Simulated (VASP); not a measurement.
Input of a VASP 6.6.1 run:

Contents of INCAR:

```
PREC = Accurate
ENCUT = 520
EDIFF = 1E-6
ISMEAR = 0
SIGMA = 0.15
LREAL = False
LASPH = True
NELM = 60
ALGO = Fast
ISIF = 2
LWAVE = False
LCHARG = False
GGA = PE
NBANDS = 10
```

KPOINTS

```
regular mesh
0
Gamma
  12 12 12
```

POSCAR

```
Rb
1.0
   -2.8060000000      2.9638375000      2.9638375000
    2.8060000000     -2.6481625000      2.6481625000
    2.8060000000      2.6481625000     -2.6481625000
Rb
1
Direct
    0.0000000000      0.0000000000      0.0000000000
```

Potentials or basis: VASP PAW PBE potentials, release 64 (Rb_sv).

Command:

```bash
$ cat potpaw_PBE.64/Rb_sv/POTCAR > POTCAR
$ mpirun -np 1 vasp_std > vasp.out
```

**Question.** Predict the pressure.

**Answer.** 0.1 GPa.

**Question.** Predict the band gap on the k mesh.

**Answer.** Zero (an odd number of electrons rules out a gap without spin polarisation).

Stress tensor (GPa, compression positive):
```
 0.14  0.00  0.00
 0.00  0.10 -0.23
 0.00 -0.23  0.10
```

Caveat: the cell differs from its parent crystal (strain +0.1125 x Voigt [0, 0, 0, 1, 0, 0]).
